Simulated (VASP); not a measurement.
# Al (P6_3/mmc) in VASP: notebook

Runs on Al. Level: PBEsol+D3(BJ). Tasks: single point.

All numbers are computed with VASP 6.6.1; they aren't measurements. Logs are shortened: lines on timing, memory, paths and dates and some standing lists are left out, and cuts for length are marked.

### 1 The cell of the first run

Symmetry: P6_3/mmc, No. 194, hexagonal system. The conventional cell has a = 2.539 Å, b = 2.539 Å, c = 4.144 Å, α = 90.00°, β = 90.00°, γ = 120.00°. Al (site symmetry -6m2) has 12 Al at 2.54 Å within 3.3 Å.

### 2 Single point, PBEsol+D3(BJ)

File INCAR:

```
  PREC = Accurate
  ENCUT = 520
  EDIFF = 1E-6
  ISMEAR = 0
  SIGMA = 0.1
  LREAL = False
  LASPH = True
  NELM = 100
  ALGO = Fast
  ISIF = 2
  LWAVE = False
  LCHARG = False
  GGA = PS
  IVDW = 12
  NBANDS = 10
```

File KPOINTS:

```
regular mesh
0
Gamma
  18 18 10
```

File POSCAR:

```
Al
1.0
    2.5387783988      0.0000000000      0.0000000000
   -1.2693891994      2.1986465879      0.0000000000
    0.0000000000      0.0000000000      4.1438017990
Al
2
Direct
    0.6666666667      0.3333333333      0.7500000000
    0.3333333333      0.6666666667      0.2500000000
```

Potentials or basis: VASP PAW PBE potentials, release 64 (Al).

Launch:

```sh
$ cat potpaw_PBE.64/Al/POTCAR > POTCAR
$ mpirun -np 1 vasp_std > vasp.out
```

OUTCAR:

```text
PREC = Accurate
   ENCUT = 520
   EDIFF = 1E-6
   ISMEAR = 0
   LREAL = False
   LASPH = True
   NELM = 100
   ISIF = 2
   GGA = PS
   IVDW = 12
 IVDW          = 12

 ion  position               nearest neighbor table
   1  0.667  0.333  0.750-   2 2.54   2 2.54   2 2.54   2 2.54   2 2.54   2 2.54
   2  0.333  0.667  0.250-   1 2.54   1 2.54   1 2.54   1 2.54   1 2.54   1 2.54

  LATTYP: Found a hexagonal cell.
 ALAT       =     2.5387783988
 C/A-ratio  =     1.6322030316

  Lattice vectors:

 A1 = (   2.5387783988,   0.0000000000,   0.0000000000)
 A2 = (  -1.2693891994,   2.1986465879,   0.0000000000)
 A3 = (   0.0000000000,   0.0000000000,   4.1438017990)

Analysis of symmetry for initial positions (statically):
=====================================================================
 Subroutine PRICEL returns:
 Original cell was already a primitive cell.

 Routine SETGRP: Setting up the symmetry group for a
 hexagonal supercell.

 Subroutine GETGRP returns: Found 24 space group operations
 (whereof 12 operations were pure point group operations)
 out of a pool of 24 trial point group operations.

The static configuration has the point symmetry D_3d.
 The point group associated with its full space group is D_6h.

Analysis of symmetry for dynamics (positions and initial velocities):
=====================================================================
 Subroutine PRICEL returns:
 Original cell was already a primitive cell.

 Routine SETGRP: Setting up the symmetry group for a
 hexagonal supercell.

 Subroutine GETGRP returns: Found 24 space group operations
 (whereof 12 operations were pure point group operations)
 out of a pool of 24 trial point group operations.

The dynamic configuration has the point symmetry D_3d.
 The point group associated with its full space group is D_6h.

 Subroutine INISYM returns: Found 24 space group operations
 (whereof 12 operations are pure point group operations),
 and found     1 'primitive' translations

----------------------------------------------------------------------------------------

                                     Primitive cell

  volume of cell :      23.1302

  direct lattice vectors                    reciprocal lattice vectors
     2.538778399  0.000000000  0.000000000     0.393890227  0.227412629  0.000000000
    -1.269389199  2.198646588  0.000000000     0.000000000  0.454825257  0.000000000
     0.000000000  0.000000000  4.143801799     0.000000000  0.000000000  0.241324283

  length of vectors
     2.538778399  2.538778399  4.143801799     0.454825257  0.454825257  0.241324283

  position of ions in fractional coordinates (direct lattice)
[... 89 lines left out ...]
   PSTRESS=    0.0 pullay stress
   NELECT =       6.0000    total number of electrons
   NUPDOWN=      -1.0000    fix difference up-down
   EMIN   =  10.00;   EMAX   =-10.00  energy-range for DOS
   EFERMI =   0.00;   METHOD = LEGACY
   ISMEAR =     0;   SIGMA  =   0.10  broadening in eV -4-tet -1-fermi 0-gaus
   EFERMI_NEDOS =   21; number of points for ismear=-14 and -15
   IALGO  =     68    algorithm
   IMIX   =      4    mixing-type and parameters
     AMIX     =   0.40;   BMIX     =  1.00
     AMIX_MAG =   1.60;   BMIX_MAG =  1.00
  volume/ion in A,a.u.               =      11.57        78.05
  Fermi-wavevector in a.u.,A,eV,Ry     =   1.044076  1.973018 14.831643  1.090095
  Thomas-Fermi vector in A             =   2.178813
   LORBIT       =      0    0 simple, 1 ext, 2 COOP (PROOUT), +10 PAW based schemes
   GGA     = PS    functional components
   LHFCALC =     F    Hartree Fock is set to
   AEXX    =    0.0000 exact exchange contribution
   IVDW    =    12    specifies the selected vdW correction
   LEPSILON=     F    determine dielectric tensor
   LRPA    =     F    only Hartree local field effects (RPA)
 non-spin polarized calculation
 RMM-DIIS sequential band-by-band and
 Gauss-broadening in eV      SIGMA  =   0.10
  energy-cutoff  :      520.00
  volume of cell :       23.13
 maximum number of plane-waves:       640
 NGX is ok and might be reduce to    20
   NGX =  9   NGY =  9   NGZ = 15

 number of electron       6.0000000 magnetization

 Free energy of the ion-electron system (eV)
  ---------------------------------------------------
  ext. energy  EPLUGINS =         0.00000000
  ---------------------------------------------------
  free energy    TOTEN  =        -6.86822217 eV

  energy without entropy =       -6.86463899  energy(sigma->0) =       -6.86643058

 E-fermi :  12.1938     XC(G=0): -11.6329

 val. band max:       12.1765818898   @ k =   0.3889   0.0000   0.0000
 cond. band min:      12.1983111835   @ k =   0.3333   0.1667   0.0000
 fundamental gap:      0.0217292937
 Fermi energy:        12.1937774068

 k-point     1 :       0.0000    0.0000    0.0000
  band No.  band energies     occupation
      1      -1.6167      2.00000
      2       6.1149      2.00000
      3       7.2660      2.00000
      4      25.2032      0.00000
      5      25.2032      0.00000
      6      25.9113      0.00000
      7      25.9113      0.00000
      8      26.2410      0.00000
      9      30.1457      0.00000
     10      31.3668      0.00000
[... 287 lines left out ...]
 k-point    24 :       0.3889    0.1111    0.0000
  band No.  band energies     occupation
      1       4.4829      2.00000
      2       7.5583      2.00000
      3      11.7731      2.00000
      4      13.0092      0.00000
      5      14.8615      0.00000
      6      14.9333      0.00000
      7      18.6309      0.00000
      8      22.5406      0.00000
      9      24.9321      0.00000
     10      25.8653      0.00000

 [... further k-points ...]

------------------------ aborting loop because EDIFF is reached ----------------------------------------

 Edisp (eV)   -0.90941

 E8    (eV) :    -0.6123

  FORCE on cell =-STRESS in cart. coord.  units (eV):
  Direction    XX          YY          ZZ          XY          YZ          ZX
  --------------------------------------------------------------------------------------
  -------------------------------------------------------------------------------------
  Total       7.26232     7.26232     7.26586     0.00000     0.00000     0.00000
  in kB     503.04481   503.04481   503.28995     0.00000     0.00000     0.00000
  external pressure =      503.13 kB  Pullay stress =        0.00 kB

 VOLUME and BASIS-vectors are now :
 -----------------------------------------------------------------------------
  energy-cutoff  :      520.00
  volume of cell :       23.13
      direct lattice vectors                 reciprocal lattice vectors
     2.538778399  0.000000000  0.000000000     0.393890227  0.227412629  0.000000000
    -1.269389199  2.198646588  0.000000000     0.000000000  0.454825257  0.000000000
     0.000000000  0.000000000  4.143801799     0.000000000  0.000000000  0.241324283

 POSITION                                       TOTAL-FORCE (eV/Angst)
 -----------------------------------------------------------------------------------
      1.26939      0.73288      3.10785         0.000000      0.000000      0.000000
     -0.00000      1.46576      1.03595        -0.000000     -0.000000      0.000000
 -----------------------------------------------------------------------------------
    total drift:                                0.000000     -0.000000      0.000000

  FREE ENERGIE OF THE ION-ELECTRON SYSTEM (eV)
  ---------------------------------------------------
  free  energy   TOTEN  =        -7.7776292390 eV

  energy  without entropy=       -7.7740460582  energy(sigma->0) =       -7.77583765
```

OSZICAR:

```text
N       E                     dE             d eps       ncg     rms          rms(c)
DAV:   1     0.132972458769E+01    0.13297E+01   -0.25659E+03  4440   0.496E+02
DAV:   2    -0.681750467689E+01   -0.81472E+01   -0.78951E+01  5974   0.617E+01
DAV:   3    -0.697166320877E+01   -0.15416E+00   -0.15350E+00  5694   0.675E+00
DAV:   4    -0.697226722230E+01   -0.60401E-03   -0.60397E-03  5310   0.459E-01
DAV:   5    -0.697227116026E+01   -0.39380E-05   -0.39371E-05  5362   0.382E-02    0.329E+00
RMM:   6    -0.690884892206E+01    0.63422E-01   -0.19899E-03  4485   0.259E-01    0.188E+00
RMM:   7    -0.686833622491E+01    0.40513E-01   -0.67935E-03  4652   0.491E-01    0.249E-01
RMM:   8    -0.686822438635E+01    0.11184E-03   -0.13710E-03  4816   0.241E-01    0.322E-02
RMM:   9    -0.686822157523E+01    0.28111E-05   -0.11973E-04  5012   0.834E-02    0.291E-02
RMM:  10    -0.686822210966E+01   -0.53444E-06   -0.28279E-05  5125   0.355E-02    0.192E-02
RMM:  11    -0.686822217278E+01   -0.63117E-07   -0.36254E-06  4997   0.129E-02
   1 F= -.77776292E+01 E0= -.77758376E+01  d E =-.358318E-02
```

Wall time 14 s (1 thread of Intel Xeon 6975P-C (Granite Rapids), shared host); peak memory 0.17 GiB.

Results:

| Item | Value |
| --- | --- |
| Free energy | -7.7776 eV |
| Pressure | 50.3 GPa |
| Band gap on the k mesh | zero (band 3 reaches 17.07 eV, above the bottom of band 4 at 8.51 eV) |
| Dispersion energy per atom | -0.455 eV |

Levels at points of the mesh, in eV from the Fermi level:
```
           k point  band 1  band 2  band 3  band 4  band 5  band 6
(0.00, 0.00, 0.00)  -13.81   -6.08   -4.93   13.01   13.01   13.72
(0.50, 0.00, 0.00)   -6.63   -6.35    0.63    0.93    1.94    2.37
(0.00, 0.00, 0.50)  -11.69  -11.69    4.20    4.20   13.92   13.92
(0.50, 0.00, 0.50)   -5.11   -5.11   -3.69   -3.69    8.34    8.34
```

Caveat: the PAW data sets were made with another functional, which shifts forces and pressure a little; pairwise dispersion overbinds metals, which lowers pressure and volume.

### 3 Single point, PBEsol+D3(BJ)

This run uses another cell than the first one, of 12.94 Å³/atom, 1.119 times its volume.

File INCAR:

```
PREC     = Accurate       # precision mode
ENCUT    = 520            # plane-wave cutoff, eV
EDIFF    = 1E-6           # SCF threshold, eV
ISMEAR   = 0              # smearing method
SIGMA    = 0.1            # smearing width, eV
LREAL    = False          # projectors in reciprocal space
LASPH    = True           # aspherical terms in the spheres
NELM     = 80             # most SCF steps
ALGO     = Fast           # electronic algorithm
ISIF     = 2              # what is computed and relaxed
LWAVE    = False          # write WAVECAR
LCHARG   = False          # write CHGCAR
GGA      = PS             # functional
IVDW     = 12             # dispersion correction
NBANDS   = 10             # bands
```

File KPOINTS:

```
Automatic mesh
0
Gamma
  18 18 10
```

File POSCAR:

```
Al
1.0
    2.6371956622      0.0000000000      0.0000000000
   -1.3185978311      2.2838784382      0.0000000000
    0.0000000000      0.0000000000      4.2960470437
Al
2
Direct
    0.6666666667      0.3333333333      0.7500000000
    0.3333333333      0.6666666667      0.2500000000
```

Potentials or basis: VASP PAW PBE potentials, release 64 (Al).

Launch:

```sh
$ cat potpaw_PBE.64/Al/POTCAR > POTCAR
$ mpirun -np 1 vasp_std > vasp.out
```

OUTCAR:

```text
PREC = Accurate
   ENCUT = 520
   EDIFF = 1E-6
   ISMEAR = 0
   LREAL = False
   LASPH = True
   NELM = 80
   ISIF = 2
   GGA = PS
   IVDW = 12
 IVDW          = 12

 ion  position               nearest neighbor table
   1  0.667  0.333  0.750-   2 2.63   2 2.63   2 2.63   2 2.63   2 2.63   2 2.63
   2  0.333  0.667  0.250-   1 2.63   1 2.63   1 2.63   1 2.63   1 2.63   1 2.63

  LATTYP: Found a hexagonal cell.
 ALAT       =     2.6371956622
 C/A-ratio  =     1.6290209730

  Lattice vectors:

 A1 = (   2.6371956622,   0.0000000000,   0.0000000000)
 A2 = (  -1.3185978311,   2.2838784382,   0.0000000000)
 A3 = (   0.0000000000,   0.0000000000,   4.2960470437)

Analysis of symmetry for initial positions (statically):
=====================================================================
 Subroutine PRICEL returns:
 Original cell was already a primitive cell.

 Routine SETGRP: Setting up the symmetry group for a
 hexagonal supercell.

 Subroutine GETGRP returns: Found 24 space group operations
 (whereof 12 operations were pure point group operations)
 out of a pool of 24 trial point group operations.

The static configuration has the point symmetry D_3d.
 The point group associated with its full space group is D_6h.

Analysis of symmetry for dynamics (positions and initial velocities):
=====================================================================
 Subroutine PRICEL returns:
 Original cell was already a primitive cell.

 Routine SETGRP: Setting up the symmetry group for a
 hexagonal supercell.

 Subroutine GETGRP returns: Found 24 space group operations
 (whereof 12 operations were pure point group operations)
 out of a pool of 24 trial point group operations.

The dynamic configuration has the point symmetry D_3d.
 The point group associated with its full space group is D_6h.

 Subroutine INISYM returns: Found 24 space group operations
 (whereof 12 operations are pure point group operations),
 and found     1 'primitive' translations

----------------------------------------------------------------------------------------
[... 122 lines left out ...]
   LEPSILON=     F    determine dielectric tensor
   LRPA    =     F    only Hartree local field effects (RPA)
 non-spin polarized calculation
 RMM-DIIS sequential band-by-band and
 Gauss-broadening in eV      SIGMA  =   0.10
  energy-cutoff  :      520.00
  volume of cell :       25.88
 maximum number of plane-waves:       717
 NGX is ok and might be reduce to    20
   NGX =  9   NGY =  9   NGZ = 15

 number of electron       6.0000000 magnetization

 Free energy of the ion-electron system (eV)
  ---------------------------------------------------
  ext. energy  EPLUGINS =         0.00000000
  ---------------------------------------------------
  free energy    TOTEN  =        -7.59460218 eV

  energy without entropy =       -7.59056295  energy(sigma->0) =       -7.59258256

 E-fermi :  10.7364     XC(G=0): -11.1809

 val. band max:       10.7305526624   @ k =   0.5000   0.0000   0.1000
 cond. band min:      10.7369630535   @ k =   0.3333   0.2222   0.1000
 fundamental gap:      0.0064103912
 Fermi energy:        10.7363834478

 k-point     1 :       0.0000    0.0000    0.0000
  band No.  band energies     occupation
      1      -2.1888      2.00000
      2       5.1492      2.00000
      3       6.0167      2.00000
      4      23.0438      0.00000
      5      23.0438      0.00000
      6      23.3689      0.00000
      7      23.3689      0.00000
      8      24.1496      0.00000
      9      27.3240      0.00000
     10      28.6829      0.00000
[... 287 lines left out ...]
 k-point    24 :       0.3889    0.1111    0.0000
  band No.  band energies     occupation
      1       3.5059      2.00000
      2       6.3980      2.00000
      3      10.4594      1.99991
      4      11.4670      0.00000
      5      13.2841      0.00000
      6      13.3898      0.00000
      7      16.2145      0.00000
      8      20.6031      0.00000
      9      22.2234      0.00000
     10      23.1649      0.00000

 [... further k-points ...]

------------------------ aborting loop because EDIFF is reached ----------------------------------------

 Edisp (eV)   -0.81228

 E8    (eV) :    -0.5470

  FORCE on cell =-STRESS in cart. coord.  units (eV):
  Direction    XX          YY          ZZ          XY          YZ          ZX
  --------------------------------------------------------------------------------------
  -------------------------------------------------------------------------------------
  Total       4.06631     4.06631     4.07984     0.00000     0.00000     0.00000
  in kB     251.78290   251.78290   252.62073     0.00000     0.00000     0.00000
  external pressure =      252.06 kB  Pullay stress =        0.00 kB

 VOLUME and BASIS-vectors are now :
 -----------------------------------------------------------------------------
  energy-cutoff  :      520.00
  volume of cell :       25.88
      direct lattice vectors                 reciprocal lattice vectors
     2.637195662  0.000000000  0.000000000     0.379190674  0.218925838  0.000000000
    -1.318597831  2.283878438  0.000000000     0.000000000  0.437851675  0.000000000
     0.000000000  0.000000000  4.296047044     0.000000000  0.000000000  0.232772125

 POSITION                                       TOTAL-FORCE (eV/Angst)
 -----------------------------------------------------------------------------------
      1.31860      0.76129      3.22204        -0.000000      0.000000      0.000000
     -0.00000      1.52259      1.07401         0.000000     -0.000000      0.000000
 -----------------------------------------------------------------------------------
    total drift:                                0.000000     -0.000000     -0.000000

  FREE ENERGIE OF THE ION-ELECTRON SYSTEM (eV)
  ---------------------------------------------------
  free  energy   TOTEN  =        -8.4068868615 eV

  energy  without entropy=       -8.4028476303  energy(sigma->0) =       -8.40486725
```

OSZICAR:

```text
N       E                     dE             d eps       ncg     rms          rms(c)
DAV:   1     0.279031041454E+00    0.27903E+00   -0.24324E+03  4448   0.483E+02
DAV:   2    -0.752811553069E+01   -0.78071E+01   -0.75023E+01  6038   0.586E+01
DAV:   3    -0.767499395681E+01   -0.14688E+00   -0.14623E+00  5754   0.648E+00
DAV:   4    -0.767554014676E+01   -0.54619E-03   -0.54615E-03  5336   0.450E-01
DAV:   5    -0.767554407326E+01   -0.39265E-05   -0.39273E-05  5324   0.382E-02    0.275E+00
RMM:   6    -0.762662914643E+01    0.48915E-01   -0.23014E-03  4491   0.258E-01    0.158E+00
RMM:   7    -0.759469331057E+01    0.31936E-01   -0.69606E-03  4661   0.452E-01    0.207E-01
RMM:   8    -0.759459470324E+01    0.98607E-04   -0.96121E-04  4827   0.199E-01    0.278E-02
RMM:   9    -0.759460271757E+01   -0.80143E-05   -0.98610E-05  5042   0.771E-02    0.226E-02
RMM:  10    -0.759460256641E+01    0.15116E-06   -0.19536E-05  5113   0.285E-02    0.304E-02
RMM:  11    -0.759460217961E+01    0.38681E-06   -0.40402E-06  4916   0.148E-02
   1 F= -.84068869E+01 E0= -.84048672E+01  d E =-.403923E-02
```

stdout:

```text
POSCAR found type information on POSCAR Al
 POSCAR found :  1 types and       2 ions
 scaLAPACK will be used
 -----------------------------------------------------------------------------
|                                                                             |
|                                                                             |
|     You enforced a specific xc type in the INCAR file but a different       |
|     I HOPE YOU KNOW WHAT YOU ARE DOING!                                     |
|                                                                             |
 -----------------------------------------------------------------------------

 LDA part: xc-table for (Slater+PW92), standard interpolation
 POSCAR, INCAR and KPOINTS ok, starting setup
 FFT: planning ... GRIDC
 FFT: planning ... GRID_SOFT
 FFT: planning ... GRID
 WAVECAR not read
 entering main loop
```

Run time: 15 s. Hardware: 1 thread of Intel Xeon 6975P-C (Granite Rapids), shared host; peak memory 0.17 GiB.

What came out:

```
Free energy                : -8.4069 eV
Pressure                   : 25.2 GPa
Band gap on the k mesh     : zero (band 3 reaches 15.40 eV, above the bottom of band 4 at 7.20 eV)
Dispersion energy per atom : -0.406 eV
```

Stress tensor (GPa, compression positive):
```
25.18  0.00  0.00
 0.00 25.18  0.00
 0.00  0.00 25.26
```

Caveat: the PAW data sets were made with another functional, which shifts forces and pressure a little; pairwise dispersion overbinds metals, which lowers pressure and volume.
